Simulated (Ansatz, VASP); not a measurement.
# SiC4: VASP beside Ansatz

Contents of INCAR:

```
SYSTEM = SiC4
  PREC = Accurate
  ENCUT = 600
  EDIFF = 1E-7
  ISMEAR = 0
  SIGMA = 0.1
  LREAL = .False.
  LASPH = .True.
  NELM = 80
  ALGO = Normal
  ISIF = 3
  LWAVE = .False.
  LCHARG = .False.
  GGA = PE
  IBRION = 2
  NSW = 90
  EDIFFG = -0.04
```

Contents of KPOINTS:

```
regular mesh
0
Gamma
  6 6 6
  0 0 0
```

File POSCAR:

```
SiC4
1.0
   -1.9229846300      1.9229846300      3.6742441200
    1.9229846300     -1.9229846300      3.6742441200
    1.9229846300      1.9229846300     -3.6742441200
Si C
1 4
Direct
    0.0899862500      0.0899862500      0.0000000000
    0.0701730100      0.0701730100      0.6184052900
    0.4517677200      0.4517677200      0.3815947100
    0.0701730100      0.4517677200      0.0000000000
    0.4517677200      0.0701730100      0.0000000000
```

Input for Ansatz:

```yaml
crystal:
  lattice:
    - [-1.92298463, 1.92298463, 3.67424412]
    - [1.92298463, -1.92298463, 3.67424412]
    - [1.92298463, 1.92298463, -3.67424412]
  atoms:
    - { symbol: Si, position: [0.08998625, 0.08998625, 0.0] }
    - { symbol: C, position: [0.07017301, 0.07017301, 0.61840529] }
    - { symbol: C, position: [0.45176772, 0.45176772, 0.38159471] }
    - { symbol: C, position: [0.07017301, 0.45176772, 0.0] }
    - { symbol: C, position: [0.45176772, 0.07017301, 0.0] }
basis:
  ecutwfc: 420
kpoints:
  mp_grid: { grid: [6, 6, 6] }
hamiltonian:
  xc: pbe
scf:
  occupations: { method: gaussian, width: 0.1 }
  lower_state_search: "off"
output:
  forces: true
  stress: true
  eigenvalues: true
relax:
  adjacent_minimum: "off"
  f_tol: 0.04
  max_steps: 70
  cell: { stress_tol: 0.4 }
```

Alike in both runs: task relaxation of cell and atoms; functional PBE; k mesh 6 × 6 × 6; occupations gaussian, width 0.1 eV; no spin polarisation.

```csv
,VASP,Ansatz
version,VASP 6.6.1,Ansatz 0.2.0
potentials or method,"VASP PAW PBE potentials, release 64 (Si, C), cutoff 600 eV","scalar-relativistic, plane waves, PAW"
valence electrons in the cell,20,20
```

|  | VASP | Ansatz | Ansatz less VASP |
| --- | --- | --- | --- |
| gap on the k mesh at the Fermi level, each at its own relaxed structure (eV) | none | none | - |
| relaxed volume (Å³/atom) | 9.78 | 12.63 | +2.843 |
| relaxed cell length with the largest relative difference (Å) | 4.080 | 4.706 | +0.6259 |

A gap of «none» marks a metal or a gap that the smearing closes. One of these differences is far larger than is usual between the two programs; its cause wasn't traced.

The k mesh is coarse, so the values compare programs but aren't converged.
